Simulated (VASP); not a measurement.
Write the native input for VASP 6.6.1 that does the following.

| Item | Value |
| --- | --- |
| Task | single point |
| Functional | r2SCAN |
| Potentials or basis | VASP PAW PBE potentials, release 64 (C) |
| Cutoff | 520 eV |
| k mesh | 12 × 12 × 4 |
| Occupations | gaussian, width 0.05 eV |
| Spin | no spin polarisation |
| Dipole correction | no |
| Further INCAR settings | ALGO = Normal; EDIFF = 1e-06; NBANDS = 26 |

The system is C.

```
C
1.0
     2.43454    0.00000    0.00000
    -1.21727    2.10838    0.00000
     0.00000    0.00000    8.28032
C
8
Direct
  0.00000 0.00000 0.09293
  0.00000 0.00000 0.59293
  0.00000 0.00000 0.40707
  0.00000 0.00000 0.90707
  0.33333 0.66667 0.15550
  0.66667 0.33333 0.65550
  0.33333 0.66667 0.34450
  0.66667 0.33333 0.84450
```

This cell differs from its parent crystal: strain -0.0300 x Voigt [1, 1, 0, 0, 0, 0].

One way to write it, as run:

POSCAR

```
C
1.0
    2.4345444980      0.0000000000      0.0000000000
   -1.2172722490      2.1083773819      0.0000000000
    0.0000000000      0.0000000000      8.2803246060
C
8
Direct
    0.0000000000      0.0000000000      0.0929334766
    0.0000000000      0.0000000000      0.5929334766
    0.0000000000      0.0000000000      0.4070665234
    0.0000000000      0.0000000000      0.9070665234
    0.3333333333      0.6666666667      0.1554962099
    0.6666666667      0.3333333333      0.6554962099
    0.3333333333      0.6666666667      0.3445037901
    0.6666666667      0.3333333333      0.8445037901
```

INCAR.step1

```
ALGO = Normal
EDIFF = 1E-4
ENCUT = 520
GGA = PE
ISMEAR = 0
LASPH = T
LCHARG = F
LREAL = F
LWAVE = T
NBANDS = 26
NELM = 100
PREC = Accurate
SIGMA = 0.05
```

INCAR.step2

```
ALGO = Normal
EDIFF = 1E-6
ENCUT = 520
ISIF = 2
ISMEAR = 0
ISTART = 1
LASPH = T
LCHARG = F
LMIXTAU = T
LREAL = F
LWAVE = F
METAGGA = R2SCAN
NBANDS = 26
NELM = 100
PREC = Accurate
SIGMA = 0.05
```

KPOINTS

```
k-points
0
Gamma
  12 12 4
```

Potentials or basis: VASP PAW PBE potentials, release 64 (C).

Run with:

```bash
$ cat potpaw_PBE.64/C/POTCAR > POTCAR
$ cp INCAR.step1 INCAR
$ mpirun -np 1 vasp_std > vasp.out
$ cp INCAR.step2 INCAR
$ mpirun -np 1 vasp_std > vasp.out
```

Results of the run:

```yaml
Pressure: 32.7 GPa
Largest_force: 0.195 eV/Å
Band_gap_on_the_k_mesh: 5.05 eV
```

Caveat: the cell differs from its parent crystal (strain -0.0300 x Voigt [1, 1, 0, 0, 0, 0]); the stress differs along the axes, from 4 to 47 GPa; the PAW data sets were made with another functional, which shifts forces and pressure a little.

Wall time 120 s on 1 thread of Intel(R) Xeon(R) Platinum 8488C (Sapphire Rapids), with other jobs on the host, peak memory 0.17 GiB.
